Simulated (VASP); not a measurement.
RbBr:

```
CELL_PARAMETERS angstrom
0.00000 3.44970 3.44970
3.44970 0.00000 3.44970
3.44970 3.44970 0.00000
ATOMIC_POSITIONS crystal
Rb 0.00000 0.00000 0.00000
Br 0.50000 0.50000 0.50000
```

Base run:

| Property | Result |
| --- | --- |
| Program | VASP 6.6.1 |
| Functional | PBE0 |
| Potentials or basis | VASP PAW PBE potentials, release 64 (Rb_sv, Br) |
| Cutoff | 520 eV |
| k mesh | 4 × 4 × 4 |
| Occupations | fermi-dirac, width 0.05 eV |
| Spin | no spin polarisation |

Its results: band gap on the k mesh 6.20 eV, direct; pressure 0.4 GPa.

Task: The run is repeated on the same cell with these changes: functional from PBE0 to PBEsol; k mesh from 4 × 4 × 4 to 7 × 7 × 7. What comes out?

Result: Band gap on the k mesh 4.17 eV, direct; pressure -0.3 GPa.

Several settings changed at once, so the effect can't be laid on one alone.

Caveats: the PAW data sets were made with another functional, which shifts forces and pressure a little.

A k mesh can miss the band edges.
